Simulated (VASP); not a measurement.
# Al5In3As8 (P1) in VASP: single point with PBEsol

Aim: the single point of Al5In3As8 with PBEsol.

Everything below comes from runs of VASP 6.6.1. Logs are shortened: lines on timing, memory, paths and dates and some standing lists are left out, and cuts for length are marked.

## Step 1: The cell of the first run

The typed cell holds 64 atoms: a = 11.648 Å, b = 11.648 Å, c = 11.648 Å, α = 90.00°, β = 90.00°, γ = 90.00°.

## Step 2: Single point, PBEsol

INCAR

```
SYSTEM = Al5In3As8
PREC     = Accurate       ! precision mode
ENCUT    = 520            ! plane-wave cutoff, eV
EDIFF    = 1E-6           ! SCF threshold, eV
ISMEAR   = -1             ! smearing method
SIGMA    = 0.05           ! smearing width, eV
LREAL    = Auto         
LASPH    = .TRUE.         ! aspherical terms in the spheres
NELM     = 100            ! most SCF steps
ALGO     = Normal         ! electronic algorithm
ISIF     = 2              ! what is computed and relaxed
LWAVE    = .FALSE.        ! write WAVECAR
LCHARG   = .FALSE.        ! write CHGCAR
GGA      = PS             ! functional
ISYM     = 0            
NBANDS   = 226            ! bands
```

KPOINTS

```
Automatic mesh
0
Gamma
  1 1 1
  0.25 0.25 0.25
```

POSCAR

```
Al5In3As8
1.0
   11.6477158280      0.0000000000      0.0000000000
    0.0000000000     11.6477158280      0.0000000000
    0.0000000000      0.0000000000     11.6477158280
Al In As
20 12 32
Direct
    0.0016360000      0.9991770000      0.0029840000
    0.0028950000      0.0024380000      0.4974360000
    0.9971380000      0.4999770000      0.0027000000
    0.4970610000      0.0018030000      0.0041460000
    0.2496040000      0.2450640000      0.0035380000
    0.2489700000      0.2457230000      0.4947130000
    0.2469830000      0.7534760000      0.0025540000
    0.7489740000      0.2496480000      0.0036180000
    0.7526590000      0.7495980000      0.0031130000
    0.2495460000      0.0028170000      0.2454400000
    0.2476850000      0.0019310000      0.7538130000
    0.2488590000      0.4943240000      0.2450370000
    0.7482700000      0.0009840000      0.2439260000
    0.7489050000      0.4956750000      0.2433330000
    0.7515080000      0.4992810000      0.7570090000
    0.0004330000      0.2467730000      0.2457330000
    0.0002210000      0.7523140000      0.7561730000
    0.4966290000      0.2467710000      0.2449910000
    0.4964830000      0.2479190000      0.7535000000
    0.4980480000      0.7511370000      0.2444320000
    0.0025930000      0.4990100000      0.4982990000
    0.4992680000      0.0049900000      0.4960140000
    0.5039760000      0.4984000000      0.0049890000
    0.5001670000      0.4969800000      0.4960340000
    0.2509680000      0.7542300000      0.4983560000
    0.7523600000      0.2511220000      0.4957180000
    0.7529550000      0.7510810000      0.4989950000
    0.2508050000      0.4976510000      0.7544210000
    0.7544550000      0.0017480000      0.7572760000
    0.0050130000      0.2492180000      0.7541980000
    0.0008420000      0.7510340000      0.2456630000
    0.5027480000      0.7536790000      0.7571030000
    0.1245770000      0.1230420000      0.1237410000
    0.1308540000      0.1198420000      0.6191780000
    0.1301840000      0.6185020000      0.1184630000
    0.1204560000      0.6317730000      0.6323270000
    0.6230170000      0.1262120000      0.1244660000
    0.6218330000      0.1311250000      0.6321300000
    0.6331960000      0.6320160000      0.1316480000
    0.6304120000      0.6189500000      0.6327490000
    0.3699530000      0.3664930000      0.1278770000
    0.3723320000      0.3607970000      0.6231160000
    0.3725890000      0.8766360000      0.1248270000
    0.3720630000      0.8835570000      0.6328900000
    0.8750920000      0.3734900000      0.1244000000
    0.8716670000      0.3803510000      0.6330060000
    0.8703240000      0.8812070000      0.1181730000
    0.8890890000      0.8778730000      0.6260650000
    0.3686870000      0.1300340000      0.3650190000
    0.3736380000      0.1244000000      0.8779450000
    0.3723720000      0.6238850000      0.3600760000
    0.3705130000      0.6314990000      0.8855900000
    0.8800320000      0.1174500000      0.3665940000
    0.8791820000      0.1275010000      0.8921930000
    0.8687140000      0.6156710000      0.3647310000
    0.8752990000      0.6261420000      0.8782830000
    0.1291390000      0.3670440000      0.3676200000
    0.1264580000      0.3747400000      0.8924900000
    0.1258160000      0.8881980000      0.3715470000
    0.1242990000      0.8774060000      0.8781770000
    0.6231330000      0.3711270000      0.3573580000
    0.6297740000      0.3670990000      0.8713070000
    0.6236840000      0.8751010000      0.3618210000
    0.6271530000      0.8775480000      0.8930970000
```

Potentials or basis: VASP PAW PBE potentials, release 64 (Al, In_d, As).

Command:

```
$ cat potpaw_PBE.64/Al/POTCAR potpaw_PBE.64/In_d/POTCAR potpaw_PBE.64/As/POTCAR > POTCAR
$ mpirun -np 1 vasp_std > vasp.out
```

OUTCAR:

```text
SYSTEM = Al5In3As8
   PREC = Accurate
   ENCUT = 520
   EDIFF = 1E-6
   ISMEAR = -1
   LREAL = Auto
   LASPH = .TRUE.
   NELM = 100
   ISIF = 2
   GGA = PS
   ISYM = 0

 ion  position               nearest neighbor table
   1  0.002  0.999  0.003-  54 2.44  47 2.46  33 2.47  60 2.48
   2  0.003  0.002  0.497-  59 2.44  34 2.47  48 2.47  53 2.48
   3  0.997  0.500  0.003-  58 2.46  35 2.47  45 2.49  56 2.50
   4  0.497  0.002  0.004-  64 2.46  43 2.49  37 2.49  50 2.50
   5  0.250  0.245  0.004-  58 2.45  41 2.46  33 2.47  50 2.49
   6  0.249  0.246  0.495-  49 2.46  42 2.47  57 2.48  34 2.48
[... 56 lines left out ...]
  63  0.624  0.875  0.362-  20 2.47  13 2.48  22 2.61  27 2.63
  64  0.627  0.878  0.893-   9 2.45   4 2.46  32 2.59  29 2.61

IMPORTANT INFORMATION: All symmetrisations will be switched off!
NOSYMM: (Re-)initialisation of all symmetry stuff for point group C_1.

----------------------------------------------------------------------------------------

                                     Primitive cell

  volume of cell :    1580.2373

  direct lattice vectors                    reciprocal lattice vectors
    11.647715828  0.000000000  0.000000000     0.085853743  0.000000000  0.000000000
     0.000000000 11.647715828  0.000000000     0.000000000  0.085853743  0.000000000
     0.000000000  0.000000000 11.647715828     0.000000000  0.000000000  0.085853743

  length of vectors
    11.647715828 11.647715828 11.647715828     0.085853743  0.085853743  0.085853743

  position of ions in fractional coordinates (direct lattice)
     0.001636000  0.999177000  0.002984000
     0.002895000  0.002438000  0.497436000
     0.997138000  0.499977000  0.002700000
     0.497061000  0.001803000  0.004146000
     0.249604000  0.245064000  0.003538000
     0.248970000  0.245723000  0.494713000
[... 56 lines left out ...]
     0.623684000  0.875101000  0.361821000
     0.627153000  0.877548000  0.893097000

  ion indices of the primitive-cell ions
   primitive index   ion index
                 1           1
                 2           2
                 3           3
                 4           4
                 5           5
                 6           6
[... 56 lines left out ...]
                63          63
                64          64

----------------------------------------------------------------------------------------

 KPOINTS: Automatic mesh

Automatic generation of k-mesh.
 Grid dimensions read from file:
 generate k-points for:    1    1    1

 Generating k-lattice:
[... 45 lines left out ...]
   IBRION =     -1    ionic relax: 0-MD 1-quasi-New 2-CG
   NFREE  =      0    steps in history (QN), initial steepest desc. (CG)
   ISIF   =      2    stress and relaxation
   ISYM   =      0    0-nonsym 1-usesym 2-fastsym
   POTIM  = 0.5000    time-step for ionic-motion
   TEBEG  =    0.0;   TEEND  =   0.0 temperature during run
   PSTRESS=    0.0 pullay stress
   NELECT =     376.0000    total number of electrons
   NUPDOWN=      -1.0000    fix difference up-down
   EMIN   =  10.00;   EMAX   =-10.00  energy-range for DOS
   EFERMI =   0.00;   METHOD = LEGACY
   ISMEAR =    -1;   SIGMA  =   0.05  broadening in eV -4-tet -1-fermi 0-gaus
   EFERMI_NEDOS =   21; number of points for ismear=-14 and -15
   IALGO  =     38    algorithm
   IMIX   =      4    mixing-type and parameters
     AMIX     =   0.40;   BMIX     =  1.00
     AMIX_MAG =   1.60;   BMIX_MAG =  1.00
  volume/ion in A,a.u.               =      24.69       166.62
  Fermi-wavevector in a.u.,A,eV,Ry     =   1.014449  1.917030 14.001834  1.029106
  Thomas-Fermi vector in A             =   2.147677
   LORBIT       =      0    0 simple, 1 ext, 2 COOP (PROOUT), +10 PAW based schemes
   GGA     = PS    functional components
   LHFCALC =     F    Hartree Fock is set to
   AEXX    =    0.0000 exact exchange contribution
   IVDW    =     0    specifies the selected vdW correction
   LEPSILON=     F    determine dielectric tensor
   LRPA    =     F    only Hartree local field effects (RPA)
 non-spin polarized calculation
  energy-cutoff  :      520.00
  volume of cell :     1580.24
 maximum number of plane-waves:     42541
 NGX is ok and might be reduce to    90
   NGX = 43   NGY = 43   NGZ = 43

 number of electron     375.9999999 magnetization

 Free energy of the ion-electron system (eV)
  ---------------------------------------------------
  ext. energy  EPLUGINS =         0.00000000
  ---------------------------------------------------
  free energy    TOTEN  =      -302.32533206 eV

  energy without entropy =     -302.32533184  energy(sigma->0) =     -302.32533195

 E-fermi :   4.7494     XC(G=0):  -9.2186

 val. band max:        3.9386237970   @ k =  -0.2500   0.2500   0.2500
 cond. band min:       5.5837294706   @ k =  -0.2500  -0.2500   0.2500
 fundamental gap:      1.6451056736
 Fermi energy:         4.7494462086

 k-point     1 :       0.2500    0.2500    0.2500
  band No.  band energies     occupation
      1     -10.2315      2.00000
      2     -10.2168      2.00000
      3     -10.2118      2.00000
      4     -10.2041      2.00000
      5     -10.1979      2.00000
      6     -10.1922      2.00000
[... 801 lines left out ...]
    199       6.3881      0.00000
    200       6.5028      0.00000
 [bands above 200 left out]

------------------------ aborting loop because EDIFF is reached ----------------------------------------

  FORCE on cell =-STRESS in cart. coord.  units (eV):
  Direction    XX          YY          ZZ          XY          YZ          ZX
  --------------------------------------------------------------------------------------
  -------------------------------------------------------------------------------------
  Total        1.6715837      1.8609348      1.9464049     -0.0814340      0.2850572      0.0978996
  in kB        1.6947920      1.8867721      1.9734288     -0.0825646      0.2890149      0.0992589
  external PRESSURE =       1.8516643 kB  Pullay stress =       0.0000000 kB

 VOLUME and BASIS-vectors are now :
 -----------------------------------------------------------------------------
  energy-cutoff  :      520.00
  volume of cell :     1580.24
      direct lattice vectors                 reciprocal lattice vectors
    11.647715828  0.000000000  0.000000000     0.085853743  0.000000000  0.000000000
     0.000000000 11.647715828  0.000000000     0.000000000  0.085853743  0.000000000
     0.000000000  0.000000000 11.647715828     0.000000000  0.000000000  0.085853743

 POSITION                                       TOTAL-FORCE (eV/Angst)
 -----------------------------------------------------------------------------------
      0.01906     11.63813      0.03476         0.030733      0.017302      0.019162
      0.03372      0.02840      5.79399         0.013857      0.010747      0.003552
     11.61438      5.82359      0.03145         0.030102      0.016755      0.002823
      5.78963      0.02100      0.04829         0.022949      0.029917      0.018351
      2.90732      2.85444      0.04121         0.015080      0.013649      0.019271
      2.89993      2.86211      5.76228        -0.003188     -0.021619      0.003100
[... 56 lines left out ...]
      7.26449     10.19293      4.21439         0.022135      0.055818      0.037583
      7.30490     10.22143     10.40254        -0.016406     -0.030776     -0.008804
 -----------------------------------------------------------------------------------
    total drift:                               -0.002071     -0.019523     -0.030202

  FREE ENERGIE OF THE ION-ELECTRON SYSTEM (eV)
  ---------------------------------------------------
  free  energy   TOTEN  =      -302.3253320637 eV

  energy  without entropy=     -302.3253318375  energy(sigma->0) =     -302.32533195
```

Wall time 77 min (1 thread of Intel Xeon Platinum 8259CL at 2.50GHz (Skylake/Cascade Lake), shared host); peak memory 1.9 GiB.

What came out:

| Property | Result |
| --- | --- |
| Free energy | -302.3253 eV |
| Pressure | 0.2 GPa |
| Largest force | 0.131 eV/Å |
| Band gap on the k mesh | 1.65 eV, indirect (least direct gap 1.66 eV) |

Forces in eV/Å, atoms in the order of the input:
```
Al   0.031  0.017  0.019
Al   0.014  0.011  0.004
Al   0.030  0.017  0.003
Al   0.023  0.030  0.018
Al   0.015  0.014  0.019
Al  -0.003 -0.022  0.003
Al   0.008  0.021  0.018
Al   0.012  0.023  0.019
Al   0.017  0.027  0.003
Al   0.009  0.018  0.007
Al   0.013  0.027  0.027
Al  -0.009  0.010 -0.018
Al   0.015 -0.009  0.005
Al  -0.016 -0.025  0.015
Al   0.007  0.015  0.020
Al   0.012  0.000  0.005
Al   0.026  0.013  0.026
Al   0.008 -0.007 -0.006
Al   0.026  0.003  0.002
Al  -0.006  0.001  0.000
In  -0.038  0.000 -0.026
In  -0.017 -0.023 -0.020
In  -0.002 -0.007 -0.007
In  -0.028 -0.035 -0.015
In  -0.017 -0.044 -0.006
In  -0.060 -0.022 -0.019
In  -0.015 -0.023 -0.032
In  -0.016 -0.010 -0.030
In  -0.007 -0.007 -0.003
In   0.005 -0.001 -0.011
In  -0.035 -0.003 -0.003
In   0.005 -0.010 -0.012
As  -0.002 -0.014 -0.003
As   0.019  0.017  0.004
As   0.022 -0.003  0.005
As  -0.007  0.014 -0.013
As  -0.042 -0.017 -0.015
As  -0.015 -0.005 -0.013
As  -0.041 -0.054 -0.058
As  -0.015  0.001  0.012
As  -0.008 -0.014  0.039
As   0.045  0.035  0.053
As  -0.018 -0.007 -0.001
As  -0.005 -0.011 -0.008
As  -0.021 -0.003 -0.007
As  -0.011 -0.008 -0.003
As   0.006  0.023 -0.012
As  -0.016 -0.030 -0.039
As  -0.008  0.043 -0.017
As  -0.028 -0.016 -0.015
As   0.051  0.051  0.035
As  -0.011 -0.023 -0.002
As   0.029  0.003  0.017
As  -0.048 -0.041 -0.016
As   0.090  0.059  0.075
As  -0.018 -0.014 -0.004
As   0.032 -0.012  0.003
As  -0.021 -0.041 -0.008
As  -0.029 -0.003 -0.036
As  -0.021 -0.032 -0.012
As   0.067  0.059  0.008
As   0.012  0.017 -0.002
As   0.022  0.056  0.038
As  -0.016 -0.031 -0.009
```

Levels at points of the mesh, in eV from the valence-band top:
| k point | band 184 | band 185 | band 186 | band 187 | band 188 | band 189 | band 190 | band 191 | band 192 | band 193 |
| --- | --- | --- | --- | --- | --- | --- | --- | --- | --- | --- |
| (0.25, 0.25, 0.25) | -0.48 | -0.39 | -0.34 | -0.10 | -0.08 | 1.65 | 1.75 | 1.79 | 1.83 | 1.97 |

Caveat: the PAW data sets were made with another functional, which shifts forces and pressure a little; spin-orbit coupling is left out, which moves the levels of the heavy elements. A k mesh can miss the band edges.
